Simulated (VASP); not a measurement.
A run of VASP 6.6.1 is set up as follows.

File INCAR:

```
SYSTEM = SbS2
PREC = Accurate
ENCUT = 520
EDIFF = 1E-6
ISMEAR = 0
SIGMA = 0.1
LREAL = .FALSE.
LASPH = .TRUE.
NELM = 60
ALGO = Normal
ISIF = 2
LWAVE = .FALSE.
LCHARG = .FALSE.
GGA = PE
NBANDS = 16
```

KPOINTS

```
Automatic mesh
0
G
  6 6 6
  0 0 0
```

POSCAR

```
SbS2
1.0
    1.8690676076      1.0791066864      6.2979835374
   -1.8690676076      1.0791066864      6.2979835374
    0.0000000000     -2.1582133728      6.2979835374
Sb S
1 2
Direct
    0.0000000000      0.0000000000      0.0000000000
    0.7488498357      0.7488498357      0.7488498357
    0.2511501643      0.2511501643      0.2511501643
```

Potentials or basis: VASP PAW PBE potentials, release 64 (Sb, S).

Command:

```console
$ cat potpaw_PBE.64/Sb/POTCAR potpaw_PBE.64/S/POTCAR > POTCAR
$ mpirun -np 1 vasp_std > vasp.out
```

Question: Estimate the band gap on the k mesh.

Answer: Zero (an odd number of electrons rules out a gap without spin polarisation).

Question: Predict the pressure.

Answer: 0.0 GPa.

Question: What does it give for the largest force?

Answer: 0.004 eV/Å.

Forces in eV/Å, atoms in the order of the input:
```
Sb   0.000  0.000  0.000
S    0.000  0.000 -0.004
S    0.000  0.000  0.004
```

Caveat: spin-orbit coupling is left out, which moves the levels of the heavy elements; an odd number of electrons without spin polarisation forces a metal; a magnetic or distorted state may lie lower.
